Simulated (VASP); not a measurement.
# Si: single point with LDA

The system is Si, a slab with vacuum.

```xyz
2
Lattice="4.0150 0.0000 0.0000 -2.0075 3.4771 0.0000 0.0000 0.0000 28.0000" Properties=species:S:1:pos:R:3 pbc="T T T"
Si    0.0000    2.3181   14.2855
Si    2.0075    1.1590   13.7145
```

* Program: VASP 6.6.1
* Task: single point
* Functional: LDA
* Potentials or basis: VASP PAW LDA potentials, release 64 (Si)
* Cutoff: 520 eV
* k mesh: 15 × 15 × 1
* Occupations: gaussian, width 0.1 eV
* Spin: no spin polarisation
* Dipole correction: yes
* Further INCAR settings: ALGO = Normal; EDIFF = 1e-06; NBANDS = 11

| Quantity | Value |
| --- | --- |
| Largest force | 0.560 eV/Å |
| Band gap on the k mesh | zero (filled and empty bands touch) |

Forces in eV/Å, atoms in the order of the input:
```
Si   0.000  0.000 -0.560
Si   0.000  0.000  0.560
```

Levels at points of the mesh, in eV from the Fermi level:
```
           k point  band 1  band 2  band 3  band 4  band 5  band 6  band 7  band 8  band 9
(0.00, 0.00, 0.00)  -10.41   -2.98   -1.05   -1.05    1.04    2.40    2.97    2.97    4.58
```

Wall time 3 min on 1 thread of Intel Xeon 6975P-C (shared host), peak memory 0.38 GiB.
